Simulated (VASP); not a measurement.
Pt, 1 atom in the cell. The structure is tetragonal, space group I4/mmm (No. 139). The conventional cell has a = 2.753 Å, b = 2.753 Å, c = 4.108 Å, α = 90.00°, β = 90.00°, γ = 90.00°. Pt (site symmetry 4/mmm) has 12 Pt at 2.75 to 2.83 Å within 3.6 Å.  This cell differs from its parent crystal: normal strain along x +0.0550, normal strain along z +0.0000.

```yaml
Program: VASP 6.6.1
Task: single point
Functional: LDA
Potentials_or_basis: VASP PAW LDA potentials, release 64 (Pt)
Cutoff: 520 eV
k_mesh: 20 × 20 × 20
Occupations: gaussian, width 0.15 eV
Spin: no spin polarisation
Dipole_correction: no
Further_INCAR_settings: ALGO = Normal; EDIFF = 1e-06; NBANDS = 11
```

Potentials or basis: VASP PAW LDA potentials, release 64 (Pt).

Command:

```console
$ cat potpaw_LDA.64/Pt/POTCAR > POTCAR
$ mpirun -np 1 vasp_std > vasp.out
```

Hardware: 1 thread of Intel Xeon 8259CL (shared host).

**Question.** Estimate the wall time of this run.

**Answer.** Run time: 90 s on 1 thread of Intel Xeon 8259CL, with other jobs on the host, peak memory 0.22 GiB. Counts: scf iterations 11, k points 641.
